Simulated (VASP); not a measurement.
Write the native input for VASP 6.6.1 that does the following.

```yaml
Task: single point
Functional: r2SCAN
Potentials_or_basis: VASP PAW PBE potentials, release 64 (Sc_sv, Al)
Cutoff: 520 eV
k_mesh: 10 × 10 × 10
Occupations: gaussian, width 0.1 eV
Spin: no spin polarisation
Dipole_correction: no
Further_INCAR_settings: ALGO = Normal; EDIFF = 1e-06; NBANDS = 26
```

The system is ScAl2.

```xyz
6
Lattice="0.0000 3.4229 3.4229 3.4229 0.0000 3.4229 3.4229 3.4229 0.0000" Properties=species:S:1:pos:R:3 pbc="T T T"
Sc    3.4229    3.4229    3.4229
Sc    5.1343    5.1343    5.1343
Al    0.8557    0.8557    0.8557
Al    0.8557    2.5672    2.5672
Al    2.5672    0.8557    2.5672
Al    2.5672    2.5672    0.8557
```

The input as run:

POSCAR

```
ScAl2
1.0
    0.0000000000      3.4228896246      3.4228896246
    3.4228896246      0.0000000000      3.4228896246
    3.4228896246      3.4228896246      0.0000000000
Sc Al
2 4
Direct
    0.5000000000      0.5000000000      0.5000000000
    0.7500000000      0.7500000000      0.7500000000
    0.1250000000      0.1250000000      0.1250000000
    0.6250000000      0.1250000000      0.1250000000
    0.1250000000      0.6250000000      0.1250000000
    0.1250000000      0.1250000000      0.6250000000
```

INCAR.step1

```
ALGO     = Normal         # electronic algorithm
EDIFF    = 1E-4           # SCF threshold, eV
ENCUT    = 520            # plane-wave cutoff, eV
GGA      = PE             # functional
ISMEAR   = 0              # smearing method
LASPH    = T              # aspherical terms in the spheres
LCHARG   = F              # write CHGCAR
LREAL    = F              # projectors in reciprocal space
LWAVE    = T              # write WAVECAR
NBANDS   = 26             # bands
NELM     = 100            # most SCF steps
PREC     = Accurate       # precision mode
SIGMA    = 0.1            # smearing width, eV
```

INCAR.step2

```
ALGO     = Normal         # electronic algorithm
EDIFF    = 1E-6           # SCF threshold, eV
ENCUT    = 520            # plane-wave cutoff, eV
ISIF     = 2              # what is computed and relaxed
ISMEAR   = 0              # smearing method
ISTART   = 1            
LASPH    = T              # aspherical terms in the spheres
LCHARG   = F              # write CHGCAR
LMIXTAU  = T            
LREAL    = F              # projectors in reciprocal space
LWAVE    = F              # write WAVECAR
METAGGA  = R2SCAN         # meta-GGA
NBANDS   = 26             # bands
NELM     = 100            # most SCF steps
PREC     = Accurate       # precision mode
SIGMA    = 0.1            # smearing width, eV
```

KPOINTS

```
k-points
0
Gamma
  10 10 10
```

Potentials or basis: VASP PAW PBE potentials, release 64 (Sc_sv, Al).

The run is started by

```bash
$ cat potpaw_PBE.64/Sc_sv/POTCAR potpaw_PBE.64/Al/POTCAR > POTCAR
$ cp INCAR.step1 INCAR
$ mpirun -np 1 vasp_std > vasp.out
$ cp INCAR.step2 INCAR
$ mpirun -np 1 vasp_std > vasp.out
```

It gave:

```json
{
  "Pressure": "50.4 GPa",
  "Band gap on the k mesh": "zero (band 17 reaches 10.15 eV, above the bottom of band 18 at 6.86 eV)"
}
```

Caveat: the PAW data sets were made with another functional, which shifts forces and pressure a little.

Wall time 2.8 min on 1 thread of Intel(R) Xeon(R) Platinum 8488C (Sapphire Rapids) (shared host), peak memory 0.26 GiB.
